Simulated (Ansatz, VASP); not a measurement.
# PbSe: VASP beside Ansatz

```
CELL_PARAMETERS angstrom
2.15488 -6.13395 0.00000
2.15488 6.13395 0.00000
0.00000 0.00000 4.45049
ATOMIC_POSITIONS crystal
Pb 0.63176 0.36824 0.75000
Pb 0.36824 0.63176 0.25000
Se 0.86129 0.13871 0.75000
Se 0.13871 0.86129 0.25000
```

Alike in both runs: task single point; functional LDA; k mesh 8 × 8 × 6; occupations gaussian, width 0.05 eV; no spin polarisation.

```csv
,VASP,Ansatz
version,VASP 6.6.1,Ansatz 0.2.0
potentials or method,"VASP PAW LDA potentials, release 64 (Pb_d, Se), cutoff 520 eV","scalar-relativistic, plane waves, PAW"
valence electrons in the cell,40,60
```

```csv
,VASP,Ansatz,Ansatz less VASP
gap on the k mesh at the Fermi level (eV),0.97,0.98,+0.012
least direct gap on the mesh (eV),1.07,1.08,+0.011
pressure (GPa),-3.2,-3.3,-0.10
"traceless stress, the component that is largest in VASP (GPa)",0.35,0.34,-0.010
rms of the force components (eV/Å),0.032,0.042,+0.0100
```

LDA's correlation is that of Perdew and Zunger in VASP and of Perdew and Wang (1992) in Ansatz. Atom by atom the forces differ by 0.010 eV/Å (rms over components). VASP's potentials hold 40 valence electrons a cell and Ansatz's 60, so a difference there can come from the potentials and not from the codes.

Neither program's run includes spin-orbit coupling.
